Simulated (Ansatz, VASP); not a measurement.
**PbS: VASP beside Ansatz**

Contents of INCAR:

```
ALGO = Normal
EDIFF = 1E-7
EDIFFG = -0.005
ENCUT = 600
GGA = CA
IBRION = 2
ISIF = 3
ISMEAR = 0
LASPH = True
LCHARG = False
LREAL = False
LWAVE = False
NELM = 80
NSW = 80
PREC = Accurate
SIGMA = 0.01
```

KPOINTS

```
k-points
0
Gamma
  10 10 10
```

The input POSCAR:

```
PbS
1.0
    0.0000000000      2.9550000000      2.9550000000
    2.9550000000      0.0000000000      2.9550000000
    2.9550000000      2.9550000000      0.0000000000
Pb S
1 1
Direct
    0.0000000000      0.0000000000      0.0000000000
    0.5000000000      0.5000000000      0.5000000000
```

Input for Ansatz:

```yaml
crystal:
  lattice:
    - [0.0, 2.955, 2.955]
    - [2.955, 0.0, 2.955]
    - [2.955, 2.955, 0.0]
  atoms:
    - { symbol: Pb, position: [0.0, 0.0, 0.0] }
    - { symbol: S, position: [0.5, 0.5, 0.5] }
scf:
  occupations: { method: gaussian, width: 0.01 }
output:
  forces: true
  stress: true
  eigenvalues: true
  write_density: true
  write_potential: true
  elf: true
  volumetric_format: npy
hamiltonian:
  xc: lda
relax:
  f_tol: 0.005
  max_steps: 60
  cell: { stress_tol: 0.03 }
kpoints:
  mp_grid: { grid: [10, 10, 10] }
```

Alike in both runs: task relaxation of cell and atoms; functional LDA; k mesh 10 × 10 × 10; occupations gaussian, width 0.01 eV; no spin polarisation.

|  | VASP | Ansatz |
| --- | --- | --- |
| version | VASP 6.6.1 | Ansatz 0.2.0 |
| potentials or method | VASP PAW LDA potentials, release 64 (Pb_d, S) | scalar-relativistic, plane waves, PAW |
| plane-wave cutoff (eV) | 600 | 420 |
| valence electrons in the cell | 20 | 20 |

|  | VASP | Ansatz | Ansatz less VASP |
| --- | --- | --- | --- |
| relaxed volume (Å³/atom) | 25.02 | 24.98 | -0.040 |
| relaxed cell length with the largest relative difference (Å) | 4.136 | 4.134 | -0.0022 |

LDA's correlation is that of Perdew and Zunger in VASP and of Perdew and Wang (1992) in Ansatz.

Neither program's run includes spin-orbit coupling.
